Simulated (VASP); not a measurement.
# VWC2 (R-3m) in VASP: notebook, part 2 of 2

VASP 6.6.1. The steps go on from the part before.

## 5. Single point, LDA, collinear spin, ferromagnetic start (10.03 Å³/atom)

This run uses another cell than the first one, of 10.03 Å³/atom.

INCAR

```
PREC = Accurate
ENCUT = 520
EDIFF = 1E-7
ISMEAR = -1
SIGMA = 0.05
LREAL = F
LASPH = T
NELM = 150
ALGO = Normal
ISIF = 2
LWAVE = F
LCHARG = T
ISPIN = 2
MAGMOM = 0 2 0 0
LORBIT = 11
LMAXMIX = 4
GGA = CA
LELF = T
LVHAR = T
NBANDS = 30
```

KPOINTS

```
Automatic mesh
0
Gamma
  10 10 10
```

POSCAR

```
VWC2
1.0
    1.5270880390      0.8816646904      4.9665689346
   -1.5270880390      0.8816646904      4.9665689346
    0.0000000000     -1.7633293808      4.9665689346
W V C
1 1 2
Direct
    0.0000000000      0.0000000000      0.0000000000
    0.5000000000      0.5000000000      0.5000000000
    0.2464940000      0.2464940000      0.2464940000
    0.7535060000      0.7535060000      0.7535060000
```

Potentials or basis: VASP PAW LDA potentials, release 64 (W_sv, V_sv, C).

Started as:

```
$ cat potpaw_LDA.64/W_sv/POTCAR potpaw_LDA.64/V_sv/POTCAR potpaw_LDA.64/C/POTCAR > POTCAR
$ mpirun -np 1 vasp_std > vasp.out
```

OUTCAR:

```text
PREC = Accurate
   ENCUT = 520
   EDIFF = 1E-7
   ISMEAR = -1
   LREAL = F
   LASPH = T
   NELM = 150
   ISIF = 2
   ISPIN = 2
   LORBIT = 11
   GGA = CA

 ion  position               nearest neighbor table
   1  0.000  0.000  0.000-   4 2.19   4 2.19   3 2.19   3 2.19   4 2.19   3 2.19   2 3.05   2 3.05
                             2 3.05   2 3.05   2 3.05   2 3.05
   2  0.500  0.500  0.500-   3 2.13   3 2.13   4 2.13   4 2.13   3 2.13   4 2.13   1 3.05   1 3.05
                             1 3.05   1 3.05   1 3.05   1 3.05
   3  0.246  0.246  0.246-   2 2.13   2 2.13   2 2.13   1 2.19   1 2.19   1 2.19
   4  0.754  0.754  0.754-   2 2.13   2 2.13   2 2.13   1 2.19   1 2.19   1 2.19

  LATTYP: Found a trigonal (rhomboedric) cell.
 ALAT       =     5.2703071530
 COS(alpha) =     0.8320862373

  Lattice vectors:

 A1 = (   1.5270880390,   0.8816646904,   4.9665689346)
 A2 = (  -1.5270880390,   0.8816646904,   4.9665689346)
 A3 = (   0.0000000000,  -1.7633293808,   4.9665689346)

Analysis of symmetry for initial positions (statically):
[... 1749 lines left out ...]
  --------------------------------------------------------------------------------------
  -------------------------------------------------------------------------------------
  Total       -5.2900793     -5.2900793     -5.3499821      0.0000000     -0.0000000     -0.0000000
  in kB     -211.2503911   -211.2503911   -213.6425101      0.0000000     -0.0000000     -0.0000000
  external PRESSURE =    -212.0477641 kB  Pullay stress =       0.0000000 kB

 VOLUME and BASIS-vectors are now :
 -----------------------------------------------------------------------------
  energy-cutoff  :      520.00
  volume of cell :       40.12
      direct lattice vectors                 reciprocal lattice vectors
     1.527088039  0.881664690  4.966568935     0.327420546  0.189036341  0.067115415
    -1.527088039  0.881664690  4.966568935    -0.327420546  0.189036341  0.067115415
     0.000000000 -1.763329381  4.966568935     0.000000000 -0.378072681  0.067115415

 POSITION                                       TOTAL-FORCE (eV/Angst)
 -----------------------------------------------------------------------------------
      0.00000      0.00000      0.00000         0.000000      0.000000     -0.000000
      0.00000      0.00000      7.44985        -0.000000      0.000000     -0.000000
      0.00000      0.00000      3.67269         0.000000     -0.000000      0.177935
      0.00000      0.00000     11.22702         0.000000      0.000000     -0.177935
 -----------------------------------------------------------------------------------
    total drift:                               -0.000000     -0.000000      0.000000

  FREE ENERGIE OF THE ION-ELECTRON SYSTEM (eV)
  ---------------------------------------------------
  free  energy   TOTEN  =       -44.9254830742 eV

  energy  without entropy=      -44.9042694147  energy(sigma->0) =      -44.91487624

 total charge

# of ion       s       p       d       tot
------------------------------------------
    1        2.320   6.377   3.399  12.097
    2        2.241   6.278   3.140  11.659
    3        0.863   1.537   0.000   2.400
    4        0.863   1.537   0.000   2.400
--------------------------------------------------
tot          6.287  15.730   6.539  28.556

 magnetization (x)

# of ion       s       p       d       tot
------------------------------------------
    1        0.000   0.000   0.000   0.000
    2        0.000   0.000  -0.000  -0.000
    3       -0.000  -0.000   0.000  -0.000
    4       -0.000  -0.000   0.000  -0.000
--------------------------------------------------
tot         -0.000  -0.000  -0.000  -0.000
```

OSZICAR:

```text
N       E                     dE             d eps       ncg     rms          rms(c)
DAV:   1     0.359053460282E+03    0.35905E+03   -0.17805E+04 14000   0.129E+03
DAV:   2    -0.343669529066E+02   -0.39342E+03   -0.37625E+03 14682   0.418E+02
DAV:   3    -0.538026304833E+02   -0.19436E+02   -0.19038E+02 16166   0.942E+01
DAV:   4    -0.540899945835E+02   -0.28736E+00   -0.28676E+00 15274   0.117E+01
DAV:   5    -0.540926179506E+02   -0.26234E-02   -0.26231E-02 16060   0.124E+00    0.451E+01
DAV:   6    -0.517439663204E+02    0.23487E+01   -0.72636E+01 16864   0.567E+01    0.281E+01
DAV:   7    -0.496187061011E+02    0.21253E+01   -0.96817E+01 15752   0.647E+01    0.190E+01
DAV:   8    -0.455855442385E+02    0.40332E+01   -0.81039E+00 15788   0.166E+01    0.108E+01
DAV:   9    -0.449548765137E+02    0.63067E+00   -0.31635E+00 15632   0.984E+00    0.207E+00
DAV:  10    -0.449267951624E+02    0.28081E-01   -0.21437E-01 16154   0.330E+00    0.711E-01
DAV:  11    -0.449256178183E+02    0.11773E-02   -0.11619E-02 16008   0.661E-01    0.392E-01
DAV:  12    -0.449256632367E+02   -0.45418E-04   -0.51512E-04 15140   0.172E-01    0.229E-01
DAV:  13    -0.449255054494E+02    0.15779E-03   -0.20793E-04 15996   0.106E-01    0.909E-02
DAV:  14    -0.449254937910E+02    0.11658E-04   -0.23526E-04 15582   0.950E-02    0.395E-02
DAV:  15    -0.449254840528E+02    0.97382E-05   -0.28777E-05 15420   0.415E-02    0.133E-02
DAV:  16    -0.449254831499E+02    0.90293E-06   -0.79617E-06 15804   0.194E-02    0.631E-03
DAV:  17    -0.449254830742E+02    0.75703E-07   -0.19674E-07 10454   0.323E-03
   1 F= -.44925483E+02 E0= -.44914876E+02  d E =-.212137E-01  mag=    -0.0000
```

It took 4.3 min on 1 thread of Intel Xeon 6975P-C (Granite Rapids), shared host; peak memory 0.37 GiB.

Results:

- Free energy: -44.9255 eV
- Pressure: -21.2 GPa
- Largest force: 0.178 eV/Å
- Net moment: 0.00 μB per cell
- Valence electrons inside the program's atomic spheres: W 12.10; V 11.66; C 2.40

Forces on the atoms (eV/Å):
```
W    0.000  0.000  0.000
V    0.000  0.000  0.000
C    0.000  0.000  0.178
C    0.000  0.000 -0.178
```

Caveat: the cell stands under tension; the moments typed at the start vanished in this run; spin-orbit coupling is left out, which moves the levels of the heavy elements.

## 6. Single point, LDA, collinear spin, ferromagnetic start (10.23 Å³/atom)

This run uses another cell than the first one, of 10.23 Å³/atom.

INCAR

```
SYSTEM = VWC2
  PREC = Accurate
  ENCUT = 520
  EDIFF = 1E-6
  ISMEAR = -1
  SIGMA = 0.05
  LREAL = .False.
  LASPH = .True.
  NELM = 150
  ALGO = Normal
  ISIF = 2
  LWAVE = .False.
  LCHARG = .False.
  ISPIN = 2
  MAGMOM = 0 2 0 0
  LORBIT = 11
  LMAXMIX = 4
  GGA = CA
  NBANDS = 30
```

KPOINTS

```
Automatic mesh
0
Gamma
  10 10 10
  0 0 0
```

POSCAR

```
VWC2
1.0
    1.5370044730      0.8873899462      4.9988202859
   -1.5370044730      0.8873899462      4.9988202859
    0.0000000000     -1.7747798924      4.9988202859
W V C
1 1 2
Direct
    0.0000000000      0.0000000000      0.0000000000
    0.5000000000      0.5000000000      0.5000000000
    0.2464940000      0.2464940000      0.2464940000
    0.7535060000      0.7535060000      0.7535060000
```

Potentials or basis: VASP PAW LDA potentials, release 64 (W_sv, V_sv, C).

Started as:

```
$ cat potpaw_LDA.64/W_sv/POTCAR potpaw_LDA.64/V_sv/POTCAR potpaw_LDA.64/C/POTCAR > POTCAR
$ mpirun -np 1 vasp_std > vasp.out
```

Wall time 3.9 min (1 thread of Intel Xeon 6975P-C (Granite Rapids), shared host); peak memory 0.37 GiB.

Results (log left out):

| Item | Value |
| --- | --- |
| Free energy | -44.8090 eV |
| Pressure | -26.5 GPa |
| Largest force | 0.259 eV/Å |
| Net moment | 0.00 μB per cell |
| Valence electrons inside the program's atomic spheres | W 12.05; V 11.62; C 2.38 |

Forces on the atoms (eV/Å):
```
W    0.000  0.000  0.000
V    0.000  0.000  0.000
C    0.000  0.000  0.259
C    0.000  0.000 -0.259
```

Levels at points of the mesh, in eV from the Fermi level:
Spin up:
```tsv
k point	band 14	band 15	band 16	band 17	band 18	band 19	band 20	band 21	band 22	band 23
(0.00, 0.00, 0.00)	-1.74	-1.74	-1.66	-0.44	-0.44	-0.01	-0.01	0.04	0.99	0.99
(0.50, 0.00, 0.00)	-4.45	-4.32	-3.53	-0.80	-0.51	0.84	1.43	1.96	2.82	3.52
(0.50, 0.50, 0.00)	-5.03	-4.18	-1.71	-1.66	0.64	0.84	0.91	1.53	2.13	2.77
(0.50, 0.50, 0.50)	-4.45	-3.46	-3.46	-0.55	-0.55	-0.34	-0.34	0.62	1.16	3.81
```
Spin down:
```tsv
k point	band 14	band 15	band 16	band 17	band 18	band 19	band 20	band 21	band 22	band 23
(0.00, 0.00, 0.00)	-1.74	-1.74	-1.66	-0.44	-0.44	-0.01	-0.01	0.04	0.99	0.99
(0.50, 0.00, 0.00)	-4.45	-4.32	-3.53	-0.80	-0.51	0.84	1.43	1.96	2.82	3.52
(0.50, 0.50, 0.00)	-5.03	-4.18	-1.71	-1.66	0.64	0.84	0.91	1.53	2.13	2.77
(0.50, 0.50, 0.50)	-4.45	-3.46	-3.46	-0.55	-0.55	-0.34	-0.34	0.62	1.16	3.81
```

Caveat: the cell stands under tension; the moments typed at the start vanished in this run; spin-orbit coupling is left out, which moves the levels of the heavy elements.

## 7. Overview

```tsv
level	potentials or basis	fixed moment (μB)	cell	k mesh	gap on the mesh (eV)	pressure (GPa)	moment (μB)	largest force (eV/Å)
PBEsol	VASP PAW PBE potentials, release 64 (W_sv, V_sv, C)	3.0	a = 5.236 Å, angles 33.7°, 4 atoms	9 × 9 × 9	-	3.5	3.00	0.58
PBEsol	VASP PAW PBE potentials, release 64 (W_sv, V_sv, C)	-	a = 5.236 Å, angles 33.7°, 4 atoms	10 × 10 × 10	none	-9.8	0.00	0.09
PBEsol	VASP PAW PBE potentials, release 64 (W_sv, V_sv, C)	-	a = 5.270 Å, angles 33.7°, 4 atoms	10 × 10 × 10	none	-16.0	0.00	0.18
LDA	VASP PAW LDA potentials, release 64 (W_sv, V_sv, C)	-	a = 5.270 Å, angles 33.7°, 4 atoms	10 × 10 × 10	none	-21.2	0.00	0.18
LDA	VASP PAW LDA potentials, release 64 (W_sv, V_sv, C)	-	a = 5.305 Å, angles 33.7°, 4 atoms	10 × 10 × 10	none	-26.5	0.00	0.26
```

Alike in all rows: task single point; spin collinear, ferromagnetic start; cutoff (eV) 520; smearing fermi-dirac 0.05 eV.

Caveats: spin-orbit coupling is left out, which moves the levels of the heavy elements; the cell stands under tension (at least some runs); the moments typed at the start vanished in this run (at least some runs); the PAW data sets were made with another functional, which shifts forces and pressure a little (at least some runs); the cell stands under pressure (at least some runs); the total moment is fixed, so each spin has its own Fermi level and the state may be an excited one (at least some runs).

Absolute energies hang on the potentials; compare differences alone.
